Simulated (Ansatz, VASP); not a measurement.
## BaS in VASP and in Ansatz

```
CELL_PARAMETERS angstrom
0.00000 3.23578 3.23578
3.23578 0.00000 3.23578
3.23578 3.23578 0.00000
ATOMIC_POSITIONS crystal
Ba 0.00000 0.00000 0.00000
S 0.50000 0.50000 0.50000
```

Change from the starting cell: volume scaled by 1.04, crystal datasets.

Alike in both runs: task electric field gradients; functional PBE; k mesh 8 × 8 × 8; occupations fermi-dirac, width 0.02 eV; no spin polarisation.

|  | VASP | Ansatz |
| --- | --- | --- |
| version | VASP 6.6.1 | Ansatz 0.2.0 |
| potentials or method | VASP PAW PBE potentials, release 64 (Ba_sv, S), cutoff 520 eV | all-electron PAW with datasets made for the crystal, scalar-relativistic |

Ansatz gave:

```
gap on the k mesh at the Fermi level (eV) : 2.26
pressure (GPa)                            : -0.8
```

Task: Which values does VASP return?

Result: gap on the k mesh at the Fermi level (eV): 2.17; pressure (GPa): -0.3.

Ansatz ran all-electron here, and VASP with PAW potentials.

Neither program's run includes spin-orbit coupling.
